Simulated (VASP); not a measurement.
# BaTiO3 (Pm-3m) in VASP: further runs, part 2 of 2

VASP 6.6.1.

### Step 3. Single point, PBE

This run uses another cell than the first one, of 11.89 Å³/atom.

Input file INCAR:

```
PREC = Accurate ; ENCUT = 1340
EDIFF = 1E-6 ; ISMEAR = 0
SIGMA = 0.01 ; LREAL = F
LASPH = T ; NELM = 120
ALGO = Normal ; ISIF = 2
LWAVE = F ; LCHARG = F
GGA = PE ; NBANDS = 28
GGA_COMPAT = F
```

Input file KPOINTS:

```
Automatic mesh
0
Gamma
  6 6 6
```

Input file POSCAR:

```
BaTiO3
1.0
    3.9032364062      0.0000000000      0.0000000000
    0.0000000000      3.9032364062      0.0000000000
    0.0000000000      0.0000000000      3.9032364062
Ba Ti O
1 1 3
Direct
    0.5000000000      0.5000000000      0.5000000000
    0.0000000000      0.0000000000      0.0000000000
    0.5000000000      0.0000000000      0.0000000000
    0.0000000000      0.5000000000      0.0000000000
    0.0000000000      0.0000000000      0.5000000000
```

Potentials or basis: VASP PAW PBE potentials, release 64 (Ba_sv, Ti_sv, O_h).

Launch:

```bash
cat potpaw_PBE.64/Ba_sv/POTCAR potpaw_PBE.64/Ti_sv/POTCAR potpaw_PBE.64/O_h/POTCAR > POTCAR
mpirun -np 1 vasp_std > vasp.out
```

OUTCAR:

```text
PREC = Accurate
   ENCUT = 1340
   EDIFF = 1E-6
   ISMEAR = 0
   LREAL = F
   LASPH = T
   NELM = 120
   ISIF = 2
   GGA = PE

 ion  position               nearest neighbor table
   1  0.500  0.500  0.500-   3 2.76   4 2.76   5 2.76   3 2.76   4 2.76   3 2.76   5 2.76   3 2.76
                             4 2.76   5 2.76   4 2.76   5 2.76   2 3.38   2 3.38   2 3.38   2 3.38
   2  0.000  0.000  0.000-   3 1.95   4 1.95   5 1.95   5 1.95   4 1.95   3 1.95   1 3.38   1 3.38
                             1 3.38   1 3.38   1 3.38   1 3.38   1 3.38   1 3.38
   3  0.500  0.000  0.000-   2 1.95   2 1.95   1 2.76   1 2.76   1 2.76   1 2.76
   4  0.000  0.500  0.000-   2 1.95   2 1.95   1 2.76   1 2.76   1 2.76   1 2.76
   5  0.000  0.000  0.500-   2 1.95   2 1.95   1 2.76   1 2.76   1 2.76   1 2.76

  LATTYP: Found a simple cubic cell.
 ALAT       =     3.9032364062

  Lattice vectors:

 A1 = (   3.9032364062,   0.0000000000,   0.0000000000)
 A2 = (   0.0000000000,   3.9032364062,   0.0000000000)
 A3 = (   0.0000000000,   0.0000000000,   3.9032364062)

Analysis of symmetry for initial positions (statically):
=====================================================================
 Subroutine PRICEL returns:
 Original cell was already a primitive cell.

 Routine SETGRP: Setting up the symmetry group for a
 simple cubic supercell.

 Subroutine GETGRP returns: Found 48 space group operations
 (whereof 48 operations were pure point group operations)
 out of a pool of 48 trial point group operations.

The static configuration has the point symmetry O_h .

Analysis of symmetry for dynamics (positions and initial velocities):
=====================================================================
 Subroutine PRICEL returns:
 Original cell was already a primitive cell.

 Routine SETGRP: Setting up the symmetry group for a
 simple cubic supercell.

 Subroutine GETGRP returns: Found 48 space group operations
[... 124 lines left out ...]
     AMIX_MAG =   1.60;   BMIX_MAG =  1.00
  volume/ion in A,a.u.               =      11.89        80.26
  Fermi-wavevector in a.u.,A,eV,Ry     =   1.434399  2.710621 27.993993  2.057500
  Thomas-Fermi vector in A             =   2.553812
   LORBIT       =      0    0 simple, 1 ext, 2 COOP (PROOUT), +10 PAW based schemes
   GGA     = PE    functional components
   LHFCALC =     F    Hartree Fock is set to
   AEXX    =    0.0000 exact exchange contribution
   IVDW    =     0    specifies the selected vdW correction
   LEPSILON=     F    determine dielectric tensor
   LRPA    =     F    only Hartree local field effects (RPA)
 non-spin polarized calculation
 Gauss-broadening in eV      SIGMA  =   0.01
  energy-cutoff  :     1340.00
  volume of cell :       59.47
 maximum number of plane-waves:      6704
 NGX is ok and might be reduce to    48
   NGX = 23   NGY = 23   NGZ = 23

 number of electron      40.0000003 magnetization

 Free energy of the ion-electron system (eV)
  ---------------------------------------------------
  ext. energy  EPLUGINS =         0.00000000
  ---------------------------------------------------
  free energy    TOTEN  =       -39.66196898 eV

  energy without entropy =      -39.66196898  energy(sigma->0) =      -39.66196898

 E-fermi :   4.9809     XC(G=0): -11.6662

 val. band max:        4.8197509857   @ k =   0.5000   0.5000   0.5000
 cond. band min:       6.7153427333   @ k =   0.0000   0.0000   0.0000
 fundamental gap:      1.8955917476
 Fermi energy:         4.9808750601

 k-point     1 :       0.0000    0.0000    0.0000
  band No.  band energies     occupation
      1     -51.4921      2.00000
      2     -27.7486      2.00000
      3     -27.7486      2.00000
      4     -27.7486      2.00000
      5     -19.8381      2.00000
      6     -12.2287      2.00000
[... 609 lines left out ...]
     27      13.3474      0.00000
     28      13.3474      0.00000

------------------------ aborting loop because EDIFF is reached ----------------------------------------

  FORCE on cell =-STRESS in cart. coord.  units (eV):
  Direction    XX          YY          ZZ          XY          YZ          ZX
  --------------------------------------------------------------------------------------
  -------------------------------------------------------------------------------------
  Total        7.2815069      7.2815069      7.2815069     -0.0000000      0.0000000     -0.0000000
  in kB      196.1811508    196.1811508    196.1811508     -0.0000000      0.0000000     -0.0000000
  external PRESSURE =     196.1811508 kB  Pullay stress =       0.0000000 kB

 VOLUME and BASIS-vectors are now :
 -----------------------------------------------------------------------------
  energy-cutoff  :     1340.00
  volume of cell :       59.47
      direct lattice vectors                 reciprocal lattice vectors
     3.903236406  0.000000000  0.000000000     0.256197651  0.000000000  0.000000000
     0.000000000  3.903236406  0.000000000     0.000000000  0.256197651  0.000000000
     0.000000000  0.000000000  3.903236406     0.000000000  0.000000000  0.256197651

 POSITION                                       TOTAL-FORCE (eV/Angst)
 -----------------------------------------------------------------------------------
      1.95162      1.95162      1.95162         0.000000      0.000000      0.000000
      0.00000      0.00000      0.00000         0.000000      0.000000      0.000000
      1.95162      0.00000      0.00000         0.000000      0.000000      0.000000
      0.00000      1.95162      0.00000         0.000000      0.000000      0.000000
      0.00000      0.00000      1.95162         0.000000      0.000000      0.000000
 -----------------------------------------------------------------------------------
    total drift:                                0.000000      0.000000      0.000000

  FREE ENERGIE OF THE ION-ELECTRON SYSTEM (eV)
  ---------------------------------------------------
  free  energy   TOTEN  =       -39.6619689768 eV

  energy  without entropy=      -39.6619689768  energy(sigma->0) =      -39.66196898
```

OSZICAR:

```text
N       E                     dE             d eps       ncg     rms          rms(c)
DAV:   1     0.676145358599E+03    0.67615E+03   -0.35651E+04  1120   0.312E+03
DAV:   2     0.711161010815E+02   -0.60503E+03   -0.57694E+03  1188   0.634E+02
DAV:   3    -0.424634766816E+02   -0.11358E+03   -0.10672E+03  1488   0.214E+02
DAV:   4    -0.500494220683E+02   -0.75859E+01   -0.75539E+01  1492   0.546E+01
DAV:   5    -0.503072523916E+02   -0.25783E+00   -0.25758E+00  1624   0.976E+00    0.251E+01
DAV:   6    -0.395949534841E+02    0.10712E+02   -0.51961E+01  1596   0.692E+01    0.979E+00
DAV:   7    -0.397416385128E+02   -0.14669E+00   -0.84810E+00  1516   0.209E+01    0.738E+00
DAV:   8    -0.396400501047E+02    0.10159E+00   -0.74995E-01  1380   0.810E+00    0.312E+00
DAV:   9    -0.396756102457E+02   -0.35560E-01   -0.23687E-01  1536   0.361E+00    0.115E+00
DAV:  10    -0.396634489275E+02    0.12161E-01   -0.93058E-02  1448   0.276E+00    0.407E-01
DAV:  11    -0.396620500769E+02    0.13989E-02   -0.78624E-03  1760   0.752E-01    0.111E-01
DAV:  12    -0.396619972503E+02    0.52827E-04   -0.15972E-03  1380   0.427E-01    0.609E-02
DAV:  13    -0.396619659804E+02    0.31270E-04   -0.23767E-04  1628   0.121E-01    0.776E-03
DAV:  14    -0.396619716690E+02   -0.56885E-05   -0.42342E-05  1360   0.664E-02    0.200E-02
DAV:  15    -0.396619691526E+02    0.25164E-05   -0.94113E-06  1316   0.332E-02    0.406E-03
DAV:  16    -0.396619689768E+02    0.17583E-06   -0.46696E-07   788   0.670E-03
   1 F= -.39661969E+02 E0= -.39661969E+02  d E =-.140295-116
```

stdout:

```text
POSCAR found type information on POSCAR BaTiO
 POSCAR found :  3 types and       5 ions
 scaLAPACK will be used
 LDA part: xc-table for (Slater+PW92), standard interpolation
 POSCAR, INCAR and KPOINTS ok, starting setup
 FFT: planning ... GRIDC
 FFT: planning ... GRID_SOFT
 FFT: planning ... GRID
 WAVECAR not read
 entering main loop
```

Run time: 60 s. Hardware: 1 thread of Intel Xeon 6975P-C (Granite Rapids), shared host; peak memory 0.4 GiB.

Results:

| Quantity | Value |
| --- | --- |
| Free energy | -39.6620 eV |
| Pressure | 19.6 GPa |
| Band gap on the k mesh | 1.90 eV (least direct gap 1.96 eV) |

Caveat: the cell stands under pressure; spin-orbit coupling is left out, which moves the levels of the heavy elements.
